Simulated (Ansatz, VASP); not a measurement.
## Two plane-wave programs on W

INCAR

```
PREC = Accurate
ENCUT = 600
EDIFF = 1E-7
ISMEAR = 0
SIGMA = 0.1
LREAL = F
LASPH = T
NELM = 60
ALGO = Normal
ISIF = 3
LWAVE = F
LCHARG = F
GGA = PE
IVDW = 12
IBRION = 2
NSW = 70
EDIFFG = -0.005
```

KPOINTS

```
Automatic mesh
0
Gamma
  18 18 18
```

POSCAR

```
W
1.0
   -1.5917776932      1.5917776932      1.5917776932
    1.5917776932     -1.5917776932      1.5917776932
    1.5917776932      1.5917776932     -1.5917776932
W
1
Direct
    0.0000000000      0.0000000000      0.0000000000
```

Input for Ansatz:

```yaml
crystal:
  lattice:
    - [-1.5917776932, 1.5917776932, 1.5917776932]
    - [1.5917776932, -1.5917776932, 1.5917776932]
    - [1.5917776932, 1.5917776932, -1.5917776932]
  atoms:
    - { symbol: W, position: [0.0, 0.0, 0.0] }
basis:
  ecutwfc: 420
kpoints:
  mp_grid: { grid: [18, 18, 18] }
hamiltonian:
  xc: pbe
  dispersion: d3bj
scf:
  occupations: { method: gaussian, width: 0.1 }
output:
  forces: true
  stress: true
  eigenvalues: true
relax:
  adjacent_minimum: "off"
  f_tol: 0.005
  max_steps: 50
  cell: { stress_tol: 0.05 }
```

Alike in both runs: task relaxation of cell and atoms; functional PBE; dispersion D3(BJ); k mesh 18 × 18 × 18; occupations gaussian, width 0.1 eV; no spin polarisation.

```csv
,VASP,Ansatz
version,VASP 6.6.1,Ansatz 0.2.0
potentials or method,"VASP PAW PBE potentials, release 64 (W_sv), cutoff 600 eV","scalar-relativistic, plane waves, PAW"
valence electrons in the cell,14,14
```

Ansatz gave:

```
gap on the k mesh at the Fermi level, each at its own relaxed structure (eV) : none
relaxed volume (Å³/atom)                                                     : 15.77
relaxed cell length with the largest relative difference (Å)                 : 2.736
```

Question: Estimate VASP's values.

Answer: gap on the k mesh at the Fermi level, each at its own relaxed structure (eV): none; relaxed volume (Å³/atom): 15.80; relaxed cell length with the largest relative difference (Å): 2.738.

A gap of «none» marks a metal or a gap that the smearing closes.

Spin-orbit coupling is off throughout.
